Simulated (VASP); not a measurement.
Input of a VASP 6.6.1 run:

File POSCAR:

```
BaTiO3
1.0
    2.8273666084      1.6323808724      2.3183934932
   -2.8273666084      1.6323808724      2.3183934932
    0.0000000000     -3.2647617449      2.3183934932
Ba Ti O
1 1 3
Direct
    0.0000000000      0.0000000000      0.0000000000
    0.4845000000      0.4845000000      0.4845000000
    0.5086000000      0.0175000000      0.5086000000
    0.0175000000      0.5086000000      0.5086000000
    0.5086000000      0.5086000000      0.0175000000
```

Contents of INCAR.step1:

```
PREC = Accurate
ENCUT = 600
ISMEAR = -1
SIGMA = 0.05
LREAL = False
LASPH = True
NELM = 80
GGA = PE
ALGO = Normal
EDIFF = 1E-4
LWAVE = True
LCHARG = False
```

The input INCAR.step2:

```
PREC = Accurate
ENCUT = 600
EDIFF = 1E-6
ISMEAR = -1
SIGMA = 0.05
LREAL = False
LASPH = True
NELM = 80
ALGO = Normal
ISIF = 3
LWAVE = False
LCHARG = False
METAGGA = R2SCAN
LMIXTAU = True
IBRION = 2
NSW = 60
EDIFFG = -0.01
ISTART = 1
```

Contents of KPOINTS:

```
regular mesh
0
Gamma
  7 7 7
```

Potentials or basis: VASP PAW PBE potentials, release 64 (Ba_sv, Ti_sv, O).

Command:

```sh
$ cat potpaw_PBE.64/Ba_sv/POTCAR potpaw_PBE.64/Ti_sv/POTCAR potpaw_PBE.64/O/POTCAR > POTCAR
$ cp INCAR.step1 INCAR
$ mpirun -np 1 vasp_std > vasp.out
$ cp INCAR.step2 INCAR
$ mpirun -np 1 vasp_std > vasp.out
```

Question: Predict the band gap on the k mesh.

Answer: 2.82 eV, indirect (least direct gap 3.21 eV).

Question: Estimate the relaxed volume.

Answer: 13.14 Å³/atom.

Final structure:
```
Ba Ti O
1.0
     2.84875    1.64472    2.33703
    -2.84875    1.64472    2.33703
     0.00000   -3.28945    2.33703
Ba Ti O
1 1 3
Direct
  0.99753 0.99753 0.99753
  0.48426 0.48426 0.48426
  0.50932 0.01877 0.50932
  0.01877 0.50932 0.50932
  0.50932 0.50932 0.01877
```

Caveat: the PAW data sets were made with another functional, which shifts forces and pressure a little; spin-orbit coupling is left out, which moves the levels of the heavy elements. r2SCAN opens gaps a little over a GGA but as a rule still falls short of measured ones.
